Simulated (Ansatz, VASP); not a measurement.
# CdSe in VASP and in Ansatz

INCAR

```
SYSTEM = CdSe
ALGO = Normal ; EDIFF = 1E-6
ENCUT = 520 ; GGA = PE
ISIF = 2 ; ISMEAR = -1
LASPH = .True. ; LCHARG = .False.
LREAL = .False. ; LWAVE = .False.
NBANDS = 16 ; NELM = 80
PREC = Accurate ; SIGMA = 0.1
```

The input KPOINTS:

```
k-points
0
Gamma
  14 14 14
  0 0 0
```

Contents of POSCAR:

```
CdSe
1.0
    0.0000000000      2.7497125474      2.7497125474
    2.7497125474      0.0000000000      2.7497125474
    2.7497125474      2.7497125474      0.0000000000
Cd Se
1 1
Direct
    0.0000000000      0.0000000000      0.0000000000
    0.5000000000      0.5000000000      0.5000000000
```

Input for Ansatz:

```yaml
crystal:
  lattice:
    - [0.0, 2.7497125474, 2.7497125474]
    - [2.7497125474, 0.0, 2.7497125474]
    - [2.7497125474, 2.7497125474, 0.0]
  atoms:
    - { symbol: Cd, position: [0.0, 0.0, 0.0] }
    - { symbol: Se, position: [0.5, 0.5, 0.5] }
kpoints:
  mp_grid: { grid: [14, 14, 14] }
scf:
  occupations: { method: fermi_dirac, width: 0.1 }
hamiltonian:
  xc: pbe
  pseudopotentials: { kind: paw }
output:
  forces: true
  stress: true
  eigenvalues: true
  populations: true
  write_density: true
  write_potential: true
  elf: true
  volumetric_format: npy
```

Change from the starting cell: volume scaled by 0.88, PAW files.

Alike in both runs: task single point; functional PBE; k mesh 14 × 14 × 14; occupations fermi-dirac, width 0.1 eV; no spin polarisation.

```csv
,VASP,Ansatz
version,VASP 6.6.1,Ansatz 0.2.0
potentials or method,"VASP PAW PBE potentials, release 64 (Cd, Se)","PAW with Ansatz's default frozen-core files, scalar-relativistic"
plane-wave cutoff (eV),520,420
valence electrons in the cell,18,36
```

|  | VASP | Ansatz | Ansatz less VASP |
| --- | --- | --- | --- |
| pressure (GPa) | 11.0 | 10.4 | -0.62 |

The functional is the same, so the differences come from potentials, cutoffs and numerics. VASP's potentials hold 18 valence electrons a cell and Ansatz's 36, so a difference there can come from the potentials and not from the codes.
